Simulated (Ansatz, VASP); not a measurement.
One calculation of SrO, two programs

INCAR

```
PREC     = Accurate       # precision mode
ENCUT    = 520            # plane-wave cutoff, eV
EDIFF    = 1E-6           # SCF threshold, eV
ISMEAR   = 0              # smearing method
SIGMA    = 0.02           # smearing width, eV
LREAL    = False          # projectors in reciprocal space
LASPH    = True           # aspherical terms in the spheres
NELM     = 100            # most SCF steps
ALGO     = Normal         # electronic algorithm
ISIF     = 2              # what is computed and relaxed
LWAVE    = False          # write WAVECAR
LCHARG   = False          # write CHGCAR
GGA      = PE             # functional
NBANDS   = 15             # bands
```

File KPOINTS:

```
Automatic mesh
0
Gamma
  8 8 8
```

Contents of POSCAR:

```
SrO
1.0
    0.0000000000      2.5663000000      2.5663000000
    2.5663000000      0.0000000000      2.5663000000
    2.5663000000      2.5663000000      0.0000000000
Sr O
1 1
Direct
    0.5000000000      0.5000000000      0.5000000000
    0.0000000000      0.0000000000      0.0000000000
```

Input for Ansatz:

```yaml
crystal:
  lattice:
    - [0.0, 2.5663, 2.5663]
    - [2.5663, 0.0, 2.5663]
    - [2.5663, 2.5663, 0.0]
  atoms:
    - { symbol: Sr, position: [0.5, 0.5, 0.5] }
    - { symbol: O, position: [0.0, 0.0, 0.0] }
basis:
  ecutwfc: 420
kpoints:
  mp_grid: { grid: [8, 8, 8] }
hamiltonian:
  xc: pbe
scf:
  occupations: { method: gaussian, width: 0.02 }
output:
  forces: true
  stress: true
  eigenvalues: true
  populations: true
```

Alike in both runs: task single point; functional PBE; k mesh 8 × 8 × 8; occupations gaussian, width 0.02 eV; no spin polarisation.

```csv
,VASP,Ansatz
version,VASP 6.6.1,Ansatz 0.2.0
potentials or method,"VASP PAW PBE potentials, release 64 (Sr_sv, O), cutoff 520 eV","scalar-relativistic, plane waves, PAW"
valence electrons in the cell,16,16
```

Ansatz gave:

* gap on the k mesh at the Fermi level (eV): 3.31
* least direct gap on the mesh (eV): 3.38
* pressure (GPa): 3.3

Question: What did VASP give for the same quantities?

Answer: gap on the k mesh at the Fermi level (eV): 3.26; least direct gap on the mesh (eV): 3.35; pressure (GPa): 3.9.

With one functional, cell and mesh, what is left measures potentials, basis and numerics.
